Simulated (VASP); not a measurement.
# TaN (Fm-3m) in VASP: settings compared, part 2 of 2

VASP 6.6.1. Earlier steps stand in the parts before.

**4. Single point, PBEsol**

File INCAR:

```
SYSTEM = TaN
ALGO = Normal ; EDIFF = 1E-6
ENCUT = 520 ; GGA = PS
ISIF = 2 ; ISMEAR = -1
LASPH = .True. ; LCHARG = .False.
LREAL = .False. ; LWAVE = .False.
NBANDS = 15 ; NELM = 100
PREC = Accurate ; SIGMA = 0.025
```

File KPOINTS:

```
k-points
0
Gamma
  12 12 12
  0 0 0
```

File POSCAR:

```
TaN
1.0
    0.0000000000      2.1877779521      2.1877779521
    2.1877779521      0.0000000000      2.1877779521
    2.1877779521      2.1877779521      0.0000000000
Ta N
1 1
Direct
    0.5000000000      0.5000000000      0.5000000000
    0.0000000000      0.0000000000      0.0000000000
```

The run is started by

```console
$ cat potpaw_PBE.64/Ta_pv/POTCAR potpaw_PBE.64/N/POTCAR > POTCAR
$ mpirun -np 1 vasp_std > vasp.out
```

Run time: 10 s. Hardware: 1 thread of Intel Xeon Platinum 8375C at 2.90GHz (Ice Lake), shared host; peak memory 0.15 GiB.

Results (log left out):

* Free energy: -23.2083 eV
* Pressure: 1.0 GPa
* Band gap on the k mesh: zero (band 8 reaches 11.50 eV, above the bottom of band 9 at 7.38 eV)

Levels at points of the mesh, in eV from the Fermi level:
| k point | band 4 | band 5 | band 6 | band 7 | band 8 | band 9 | band 10 | band 11 | band 12 | band 13 |
| --- | --- | --- | --- | --- | --- | --- | --- | --- | --- | --- |
| (0.00, 0.00, 0.00) | -18.88 | -3.78 | -3.78 | -3.78 | -2.11 | -2.11 | -2.11 | 0.09 | 0.09 | 1.73 |
| (0.50, 0.00, 0.00) | -15.71 | -10.47 | -7.64 | -7.64 | 2.01 | 2.01 | 2.11 | 3.91 | 7.77 | 7.77 |
| (0.50, 0.50, 0.00) | -17.59 | -6.61 | -5.55 | -4.59 | -4.59 | 2.20 | 3.71 | 3.71 | 4.78 | 6.96 |

Caveat: the PAW data sets were made with another functional, which shifts forces and pressure a little; spin-orbit coupling is left out, which moves the levels of the heavy elements.

**5. Single point, LDA**

File INCAR:

```
SYSTEM = TaN
  ALGO = Normal
  EDIFF = 1E-6
  ENCUT = 520
  GGA = CA
  ISIF = 2
  ISMEAR = -5
  LASPH = .True.
  LCHARG = .True.
  LELF = .True.
  LREAL = .False.
  LVHAR = .True.
  LWAVE = .False.
  NBANDS = 15
  NELM = 60
  PREC = Accurate
  SIGMA = 0.1
```

KPOINTS is that of step 4.

File POSCAR:

```
TaN
1.0
    0.0000000000      2.1878425969      2.1878425969
    2.1878425969      0.0000000000      2.1878425969
    2.1878425969      2.1878425969      0.0000000000
Ta N
1 1
Direct
    0.5000000000      0.5000000000      0.5000000000
    0.0000000000      0.0000000000      0.0000000000
```

Potentials or basis: VASP PAW LDA potentials, release 64 (Ta_pv, N).

The run is started by

```console
$ cat potpaw_LDA.64/Ta_pv/POTCAR potpaw_LDA.64/N/POTCAR > POTCAR
$ mpirun -np 1 vasp_std > vasp.out
```

It took 11 s on 1 thread of Intel Xeon Platinum 8375C at 2.90GHz (Ice Lake), shared host; peak memory 0.15 GiB.

It converged, with:

```yaml
Free_energy: -24.1415 eV
Pressure: -4.9 GPa
Band_gap_on_the_k_mesh: zero (band 8 reaches 11.50 eV, above the bottom of band 9 at 7.40 eV)
```

Levels at points of the mesh, in eV from the Fermi level:
```
           k point  band 5  band 6  band 7  band 8  band 9  band 10  band 11  band 12
(0.00, 0.00, 0.00)   -3.78   -3.78   -3.78   -2.14   -2.14    -2.14     0.03     0.03
(0.50, 0.00, 0.00)  -10.42   -7.64   -7.64    1.96    1.96     2.07     4.04     7.69
(0.50, 0.50, 0.00)   -6.53   -5.54   -4.57   -4.57    2.13     3.65     3.65     4.81
```

Caveat: spin-orbit coupling is left out, which moves the levels of the heavy elements; tetrahedron occupations give inexact forces and stress in metals.

**6. Relaxation of cell and atoms, PBEsol**

This run uses another cell than the first one, of 10.35 Å³/atom, 0.988 times its volume.

File INCAR:

```
SYSTEM = TaN
PREC = Accurate ; ENCUT = 600
EDIFF = 1E-6 ; ISMEAR = -1
SIGMA = 0.05 ; LREAL = .False.
LASPH = .True. ; NELM = 100
ALGO = Normal ; ISIF = 3
LWAVE = .False. ; LCHARG = .False.
GGA = PS ; IBRION = 2
NSW = 100 ; EDIFFG = -0.002
```

File KPOINTS:

```
Automatic mesh
0
Gamma
  12 12 12
  0 0 0
```

File POSCAR:

```
TaN
1.0
    0.0000000000      2.1790000000      2.1790000000
    2.1790000000      0.0000000000      2.1790000000
    2.1790000000      2.1790000000      0.0000000000
Ta N
1 1
Direct
    0.5000000000      0.5000000000      0.5000000000
    0.0000000000      0.0000000000      0.0000000000
```

Potentials or basis: VASP PAW PBE potentials, release 64 (Ta_pv, N).

The run is started by

```console
$ cat potpaw_PBE.64/Ta_pv/POTCAR potpaw_PBE.64/N/POTCAR > POTCAR
$ mpirun -np 1 vasp_std > vasp.out
```

OUTCAR:

```text
SYSTEM = TaN
   PREC = Accurate
   ENCUT = 600
   EDIFF = 1E-6
   ISMEAR = -1
   LREAL = .False.
   LASPH = .True.
   NELM = 100
   ISIF = 3
   GGA = PS
   IBRION = 2
   NSW = 100
   EDIFFG = -0.002

 ion  position               nearest neighbor table
   1  0.500  0.500  0.500-   2 2.18   2 2.18   2 2.18   2 2.18   2 2.18   2 2.18
   2  0.000  0.000  0.000-   1 2.18   1 2.18   1 2.18   1 2.18   1 2.18   1 2.18

  LATTYP: Found a face centered cubic cell.
 ALAT       =     4.3580000000

  Lattice vectors:

 A1 = (   0.0000000000,   2.1790000000,   2.1790000000)
 A2 = (   2.1790000000,   0.0000000000,   2.1790000000)
 A3 = (   2.1790000000,   2.1790000000,   0.0000000000)

Analysis of symmetry for initial positions (statically):
=====================================================================
 Subroutine PRICEL returns:
 Original cell was already a primitive cell.

 Routine SETGRP: Setting up the symmetry group for a
 face centered cubic supercell.

 Subroutine GETGRP returns: Found 48 space group operations
 (whereof 48 operations were pure point group operations)
 out of a pool of 48 trial point group operations.

The static configuration has the point symmetry O_h .

Analysis of symmetry for dynamics (positions and initial velocities):
=====================================================================
 Subroutine PRICEL returns:
 Original cell was already a primitive cell.

 Routine SETGRP: Setting up the symmetry group for a
 face centered cubic supercell.

 Subroutine GETGRP returns: Found 48 space group operations
 (whereof 48 operations were pure point group operations)
 out of a pool of 48 trial point group operations.

The dynamic configuration has the point symmetry O_h .

 Subroutine INISYM returns: Found 48 space group operations
 (whereof 48 operations are pure point group operations),
 and found     1 'primitive' translations

----------------------------------------------------------------------------------------

                                     Primitive cell

  volume of cell :      20.6920
[... 145 lines left out ...]
  -------------------------------------------------------------------------------------
  Total        0.7031370      0.7031370      0.7031370     -0.0000000     -0.0000000      0.0000000
  in kB       54.4438538     54.4438538     54.4438538     -0.0000000     -0.0000000      0.0000000
  external PRESSURE =      54.4438538 kB  Pullay stress =       0.0000000 kB
[... 89 lines left out ...]
  FREE ENERGIE OF THE ION-ELECTRON SYSTEM (eV)
  ---------------------------------------------------
  free  energy   TOTEN  =       -23.2140325912 eV

  energy  without entropy=      -23.2048714602  energy(sigma->0) =      -23.20945203

[... ionic steps 4 to 14 ...]

--------------------------------------- Ionic step       15  -------------------------------------------

 number of electron      16.0000000 magnetization

------------------------ aborting loop because EDIFF is reached ----------------------------------------
[... 67 lines left out ...]
--------------------------------------- Ionic step       17  -------------------------------------------

 number of electron      16.0000000 magnetization

 Free energy of the ion-electron system (eV)
  ---------------------------------------------------
  ext. energy  EPLUGINS =         0.00000000
  ---------------------------------------------------
  free energy    TOTEN  =       -23.21403362 eV

  energy without entropy =      -23.20487390  energy(sigma->0) =      -23.20945376

 E-fermi :   9.4730     XC(G=0): -13.6582

 val. band max:        9.4497743070   @ k =  -0.2500   0.1667   0.0000
 cond. band min:       9.4836789578   @ k =  -0.2500   0.4167   0.1667
 fundamental gap:      0.0339046508
 Fermi energy:         9.4729619803

 k-point     1 :       0.0000    0.0000    0.0000
  band No.  band energies     occupation
      1     -26.1621      2.00000
      2     -26.1621      2.00000
      3     -26.1621      2.00000
      4      -9.3950      2.00000
      5       5.6854      2.00000
      6       5.6854      2.00000
      7       5.6854      2.00000
      8       7.3549      2.00000
      9       7.3549      2.00000
     10       7.3549      2.00000
     11       9.5471      0.37018
     12       9.5471      0.37018
[... 331 lines left out ...]
 k-point    24 :      -0.4167    0.1667    0.0000
  band No.  band energies     occupation
      1     -26.9716      2.00000
      2     -26.4104      2.00000
      3     -26.2816      2.00000
      4      -6.6525      2.00000
      5      -0.2296      2.00000
      6       2.1463      2.00000
      7       2.2554      2.00000
      8      10.1698      0.00000
      9      11.0767      0.00000
     10      11.2347      0.00000
     11      14.7382      0.00000
     12      16.9358      0.00000

 [... further k-points ...]

------------------------ aborting loop because EDIFF is reached ----------------------------------------

  FORCE on cell =-STRESS in cart. coord.  units (eV):
  Direction    XX          YY          ZZ          XY          YZ          ZX
  --------------------------------------------------------------------------------------
  -------------------------------------------------------------------------------------
  Total        0.0036050      0.0036050      0.0036050     -0.0000000      0.0000000     -0.0000000
  in kB        0.2750391      0.2750391      0.2750391     -0.0000000      0.0000000     -0.0000000
  external PRESSURE =       0.2750391 kB  Pullay stress =       0.0000000 kB
[... 17 lines left out ...]
  FREE ENERGIE OF THE ION-ELECTRON SYSTEM (eV)
  ---------------------------------------------------
  free  energy   TOTEN  =       -23.2140336241 eV

  energy  without entropy=      -23.2048739045  energy(sigma->0) =      -23.20945376

 reached required accuracy - stopping structural energy minimisation
```

OSZICAR:

```text
N       E                     dE             d eps       ncg     rms          rms(c)
DAV:   1     0.977754633714E+02    0.97775E+02   -0.10215E+04  1728   0.159E+03
DAV:   2    -0.216136450777E+02   -0.11939E+03   -0.11253E+03  1968   0.366E+02
[... 82 lines left out ...]
DAV:   1    -0.232140336259E+02   -0.15290E-06   -0.23932E-06  1440   0.207E-02    0.313E-03
DAV:   2    -0.232140335585E+02    0.67385E-07   -0.82204E-08   864   0.346E-03
  16 F= -.23214034E+02 E0= -.23209454E+02  d E =-.242885E-06
       N       E                     dE             d eps       ncg     rms          rms(c)
DAV:   1    -0.232140338826E+02   -0.25667E-06   -0.93890E-06  1820   0.409E-02    0.627E-03
DAV:   2    -0.232140336241E+02    0.25848E-06   -0.31289E-07   864   0.672E-03
  17 F= -.23214034E+02 E0= -.23209454E+02  d E =-.308464E-06
```

CONTCAR:

```text
TaN
   1.00000000000000
    -0.0000000000000000    2.1897614013394020    2.1897614013394020
     2.1897614013394020    0.0000000000000000    2.1897614013394020
     2.1897614013394020    2.1897614013394020   -0.0000000000000000
  Ta              N
     1     1
Direct
     0.5000000000000000    0.5000000000000000    0.5000000000000000
     1.0000000000000000    0.0000000000000000    0.0000000000000000

  0.00000000E+00  0.00000000E+00  0.00000000E+00
  0.00000000E+00  0.00000000E+00  0.00000000E+00
```

Run time: 79 s. Hardware: 1 thread of Intel Xeon Platinum 8375C at 2.90GHz (Ice Lake), shared host; peak memory 0.18 GiB.

Results:

* Free energy: -23.2140 eV
* Relaxed volume: 10.50 Å³/atom
* Relaxed cell: a = 3.097 Å, b = 3.097 Å, c = 3.097 Å, α = 60.00°, β = 60.00°, γ = 60.00°
* Space group after relaxing (to 0.05 Å): Fm-3m (No. 225)
* Energy gained by relaxing: 2.6 meV/atom
* Ionic steps: 17
* Pressure after relaxing: 0.0 GPa
* Band gap on the k mesh: zero (band 8 reaches 11.46 eV, above the bottom of band 9 at 7.35 eV)

Step by step:
```
step  energy change (eV)  largest force (eV/Å)  pressure (GPa)  volume (Å³)
   1              0.0000                0.0000            5.44        20.69
   2              0.0239                0.0000          -11.79        21.76
   3             -0.0052                0.0000           -0.05        21.00
   4             -0.0052                0.0000            0.04        21.00
   5             -0.0052                0.0000            0.04        21.00
   6             -0.0052                0.0000            0.04        21.00
   7             -0.0052                0.0000            0.04        21.00
   8             -0.0052                0.0000            0.04        21.00
   9             -0.0052                0.0000            0.04        21.00
  10             -0.0052                0.0000            0.04        21.00
  11             -0.0052                0.0000            0.04        21.00
  12             -0.0052                0.0000            0.04        21.00
  13             -0.0052                0.0000            0.04        21.00
  14             -0.0052                0.0000            0.04        21.00
  15             -0.0052                0.0000            0.04        21.00
  16             -0.0052                0.0000            0.03        21.00
  17             -0.0052                0.0000            0.03        21.00
```

Final structure:
```yaml
crystal:
  lattice:
    - [0.00000, 2.18976, 2.18976]
    - [2.18976, 0.00000, 2.18976]
    - [2.18976, 2.18976, 0.00000]
  atoms:
    - { symbol: Ta, position: [0.50000, 0.50000, 0.50000] }
    - { symbol: N, position: [0.00000, 0.00000, 0.00000] }
```

Levels at points of the mesh, in eV from the Fermi level:
```
           k point  band 4  band 5  band 6  band 7  band 8  band 9  band 10  band 11  band 12
(0.00, 0.00, 0.00)  -18.87   -3.79   -3.79   -3.79   -2.12   -2.12    -2.12     0.07     0.07
(0.50, 0.00, 0.00)  -15.72  -10.46   -7.63   -7.63    1.99    1.99     2.09     3.89     7.73
(0.50, 0.50, 0.00)  -17.59   -6.61   -5.54   -4.60   -4.60    2.18     3.68     3.68     4.74
```

Caveat: the PAW data sets were made with another functional, which shifts forces and pressure a little; spin-orbit coupling is left out, which moves the levels of the heavy elements.

**7. Relaxation of cell and atoms, PBEsol**

This run uses another cell than the first one, of 10.35 Å³/atom, 0.988 times its volume.

File INCAR:

```
SYSTEM = TaN
PREC = Accurate ; ENCUT = 600
EDIFF = 1E-6 ; ISMEAR = -1
SIGMA = 0.025 ; LREAL = .FALSE.
LASPH = .TRUE. ; NELM = 100
ALGO = Normal ; ISIF = 3
LWAVE = .FALSE. ; LCHARG = .FALSE.
GGA = PS ; IBRION = 2
NSW = 100 ; EDIFFG = -0.002
```

File KPOINTS:

```
Automatic mesh
0
G
  12 12 12
  0 0 0
```

POSCAR is that of step 6.

The run is started by

```console
$ cat potpaw_PBE.64/Ta_pv/POTCAR potpaw_PBE.64/N/POTCAR > POTCAR
$ mpirun -np 1 vasp_std > vasp.out
```

Wall time 94 s (1 thread of Intel Xeon Platinum 8375C at 2.90GHz (Ice Lake), shared host); peak memory 0.19 GiB.

Results (log left out):

```yaml
Free_energy: -23.2103 eV
Relaxed_volume: 10.50 Å³/atom
Relaxed_cell: a = 3.097 Å, b = 3.097 Å, c = 3.097 Å, α = 60.00°, β = 60.00°, γ = 60.00°
Space_group_after_relaxing_to_0.05_Å: Fm-3m (No. 225)
Energy_gained_by_relaxing: 2.5 meV/atom
Ionic_steps: 22
Pressure_after_relaxing: 0.0 GPa
Band_gap_on_the_k_mesh: zero (band 8 reaches 11.47 eV, above the bottom of band 9 at 7.36 eV)
```

Step by step:
```csv
step,energy change (eV),largest force (eV/Å),pressure (GPa),volume (Å³)
1,0.0000,0.0000,5.41,20.69
2,0.0236,0.0000,-11.69,21.76
3,-0.0051,0.0000,-0.04,21.00
4,-0.0051,0.0000,0.05,20.99
5,-0.0051,0.0000,0.05,20.99
6,-0.0051,0.0000,0.05,20.99
7,-0.0051,0.0000,0.05,20.99
8,-0.0051,0.0000,0.05,20.99
9,-0.0051,0.0000,0.05,20.99
10,-0.0051,0.0000,0.05,20.99
11,-0.0051,0.0000,0.05,20.99
12,-0.0051,0.0000,0.05,21.00
13,-0.0051,0.0000,0.05,21.00
14,-0.0051,0.0000,0.05,21.00
15,-0.0051,0.0000,0.04,21.00
16,-0.0051,0.0000,0.04,21.00
17,-0.0051,0.0000,0.03,21.00
18,-0.0051,0.0000,-0.09,21.00
19,-0.0051,0.0000,-0.05,21.00
20,-0.0051,0.0000,-0.05,21.00
21,-0.0051,0.0000,-0.03,21.00
22,-0.0051,0.0000,-0.03,21.00
```

Final structure:
```cif
data_structure
_symmetry_space_group_name_H-M 'P 1'
_symmetry_Int_Tables_number 1
_cell_length_a 3.0967
_cell_length_b 3.0967
_cell_length_c 3.0967
_cell_angle_alpha 60.000
_cell_angle_beta 60.000
_cell_angle_gamma 60.000
_cell_volume 21.00
loop_
_atom_site_label
_atom_site_type_symbol
_atom_site_fract_x
_atom_site_fract_y
_atom_site_fract_z
_atom_site_occupancy
Ta1 Ta 0.50000 0.50000 0.50000 1
N1 N 0.00000 0.00000 0.00000 1
```

Levels at points of the mesh, in eV from the Fermi level:
```
           k point  band 4  band 5  band 6  band 7  band 8  band 9  band 10  band 11  band 12
(0.00, 0.00, 0.00)  -18.86   -3.77   -3.77   -3.77   -2.11   -2.11    -2.11     0.09     0.09
(0.50, 0.00, 0.00)  -15.70  -10.45   -7.62   -7.62    2.00    2.00     2.11     3.90     7.75
(0.50, 0.50, 0.00)  -17.57   -6.60   -5.53   -4.59   -4.59    2.19     3.69     3.69     4.75
```

Caveat: the PAW data sets were made with another functional, which shifts forces and pressure a little; spin-orbit coupling is left out, which moves the levels of the heavy elements. Zero-point motion and thermal expansion aren't in these numbers.

**8. The runs side by side**

```tsv
task	level	potentials or basis	cell	cutoff (eV)	smearing	gap on the mesh (eV)	pressure (GPa)	relaxed volume (Å³/atom)
single point	PBEsol	VASP PAW PBE potentials, release 64 (Ta_pv, N)	a = 3.094 Å, angles 60.0°, 2 atoms	520	fermi-dirac 0.05 eV	none	1.0	-
single point	PBEsol	VASP PAW PBE potentials, release 64 (Ta_pv, N)	a = 3.094 Å, angles 60.0°, 2 atoms	520	fermi-dirac 0.025 eV	none	1.0	-
single point	LDA	VASP PAW LDA potentials, release 64 (Ta_pv, N)	a = 3.094 Å, angles 60.0°, 2 atoms	520	tetrahedron	none	-4.9	-
relaxation of cell and atoms	PBEsol	VASP PAW PBE potentials, release 64 (Ta_pv, N)	relaxed from a = 3.082 Å, angles 60.0°, 2 atoms	600	fermi-dirac 0.05 eV	none	0.0	10.50
relaxation of cell and atoms	PBEsol	VASP PAW PBE potentials, release 64 (Ta_pv, N)	relaxed from a = 3.082 Å, angles 60.0°, 2 atoms	600	fermi-dirac 0.025 eV	none	0.0	10.50
```

Alike in all rows: no spin polarisation; k mesh 12 × 12 × 12.

Caveats: spin-orbit coupling is left out, which moves the levels of the heavy elements; the PAW data sets were made with another functional, which shifts forces and pressure a little (some runs); tetrahedron occupations give inexact forces and stress in metals (some runs).

Absolute energies hang on the potentials; compare differences alone.
